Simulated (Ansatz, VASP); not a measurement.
## Pt in VASP and in Ansatz

```
Pt
1.0
     2.70882    0.00000    0.00000
    -1.35441    2.34591    0.00000
     0.00000    0.00000    4.68339
Pt
2
Direct
  0.66667 0.33333 0.75000
  0.33333 0.66667 0.25000
```

Alike in both runs: task relaxation of cell and atoms; functional LDA; k mesh 18 × 18 × 10; occupations gaussian, width 0.1 eV; no spin polarisation.

|  | VASP | Ansatz |
| --- | --- | --- |
| version | VASP 6.6.1 | Ansatz 0.2.0 |
| potentials or method | VASP PAW LDA potentials, release 64 (Pt), cutoff 600 eV | scalar-relativistic, plane waves, PAW |
| valence electrons in the cell | 20 | 36 |

|  | VASP | Ansatz | Ansatz less VASP |
| --- | --- | --- | --- |
| gap on the k mesh at the Fermi level, each at its own relaxed structure (eV) | none | none | - |
| relaxed volume (Å³/atom) | 14.90 | 14.85 | -0.041 |
| relaxed length of the cell vector where the two differ most in proportion (Å) | 2.712 | 2.708 | -0.0044 |

LDA's correlation is that of Perdew and Zunger in VASP and of Perdew and Wang (1992) in Ansatz. A gap of «none» marks a metal or a gap that the smearing closes. VASP's potentials hold 20 valence electrons a cell and Ansatz's 36, so a difference there can come from the potentials and not from the codes.

Neither program's run includes spin-orbit coupling.
